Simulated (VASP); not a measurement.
Runs of VASP 6.6.1 on HfB2. The structure is that of space group P6/mmm (No. 191), or close to it. The cells are those of the table. 

```csv
cell,gap on the mesh (eV),pressure (GPa)
"a = 3.181, b = 3.181, c = 3.526 Å, angles 90.0, 90.0, 120.0°, 3 atoms",none,-10.6
"a = 3.087, b = 3.087, c = 3.421 Å, angles 90.0, 90.0, 120.0°, 3 atoms",none,13.4
"a = 3.119, b = 3.119, c = 3.457 Å, angles 90.0, 90.0, 120.0°, 3 atoms",none,(a)
"a = 3.212, b = 3.212, c = 3.559 Å, angles 90.0, 90.0, 120.0°, 3 atoms",none,(b)
"a = 3.150, b = 3.150, c = 3.492 Å, angles 90.0, 90.0, 120.0°, 3 atoms",none,-3.7
```

Alike in all rows: task single point; level r2SCAN; potentials or basis VASP PAW PBE potentials, release 64 (Hf_pv, B); no spin polarisation; k mesh 10 × 10 × 8; cutoff (eV) 520; smearing methfessel-paxton 0.1 eV.

**Question.** Fill in the values left out.

**Answer.** (a) 4.2; (b) -16.5.

Caveats: the PAW data sets were made with another functional, which shifts forces and pressure a little; spin-orbit coupling is left out, which moves the levels of the heavy elements; the cell stands under tension (at least some runs); the cell stands under pressure (at least some runs).

A k mesh can miss the band edges, and the runs leave out spin-orbit coupling on Hf.

A gap of «none» marks levels without a gap at the run's occupations.
